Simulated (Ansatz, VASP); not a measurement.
**Ni: VASP beside Ansatz**

POSCAR

```
Ni
1.0
    0.0000000000      3.5317333300      3.5317333300
    1.7658666700      0.0000000000      1.7658666700
    1.7658666700      1.7658666700      0.0000000000
Ni
2
Direct
    0.0000000000      0.0000000000      0.0000000000
    0.5000000000      0.0000000000      0.0000000000
```

INCAR.step1

```
PREC = Accurate
ENCUT = 520
ISMEAR = -1
SIGMA = 0.05
LREAL = F
LASPH = T
NELM = 150
ISPIN = 2
MAGMOM = 2 -2
LMAXMIX = 4
NBANDS = 21
GGA = PE
ALGO = Normal
EDIFF = 1E-4
LWAVE = T
LCHARG = F
```

INCAR.step2

```
PREC = Accurate
ENCUT = 520
EDIFF = 1E-7
ISMEAR = -1
SIGMA = 0.05
LREAL = F
LASPH = T
NELM = 150
ALGO = Normal
ISIF = 2
LWAVE = F
LCHARG = F
ISPIN = 2
MAGMOM = 2 -2
LORBIT = 11
LMAXMIX = 4
METAGGA = R2SCAN
LMIXTAU = T
NBANDS = 21
ISTART = 1
```

File KPOINTS:

```
regular mesh
0
Gamma
  7 14 14
```

Input for Ansatz:

```yaml
crystal:
  lattice:
    - [0.0, 3.53173333, 3.53173333]
    - [1.76586667, 0.0, 1.76586667]
    - [1.76586667, 1.76586667, 0.0]
  atoms:
    - { symbol: Ni, position: [0.0, 0.0, 0.0], spin: 2.0 }
    - { symbol: Ni, position: [0.5, 0.0, 0.0], spin: -2.0 }
magnetization:
  spin_polarized: true
hamiltonian:
  xc: r2scan
  pseudopotentials: { kind: paw }
basis:
  ecutwfc: 500
kpoints:
  mp_grid: { grid: [7, 14, 14] }
scf:
  occupations: { method: fermi_dirac, width: 0.05 }
  lower_state_search: "off"
output:
  forces: true
  stress: true
```

Alike in both runs: task single point; functional r2SCAN; k mesh 7 × 14 × 14; occupations fermi-dirac, width 0.05 eV; collinear spin.

|  | VASP | Ansatz |
| --- | --- | --- |
| version | VASP 6.6.1 | Ansatz 0.2.0 |
| potentials or method | VASP PAW PBE potentials, release 64 (Ni), cutoff 520 eV | PAW, plane waves, scalar-relativistic |
| valence electrons in the cell | 20 | 36 |

VASP gave:

* pressure (GPa): -8.8
* traceless stress, the component that is largest in VASP (GPa): 1.35
* net moment per atom (μB): 0.00
* size of the moment on the site where the two differ most (μB): 0.55

What did Ansatz give for the same quantities?

Pressure (GPa): -9.3; traceless stress, the component that is largest in VASP (GPa): 1.42; net moment per atom (μB): 0.00; size of the moment on the site where the two differ most (μB): 0.59.

VASP's potentials were made for PBE, not for r2SCAN. Site moments also hang on the region over which each program counts them. VASP's potentials hold 20 valence electrons a cell and Ansatz's 36, so a difference there can come from the potentials and not from the codes. Ansatz's warnings: stability check not made.
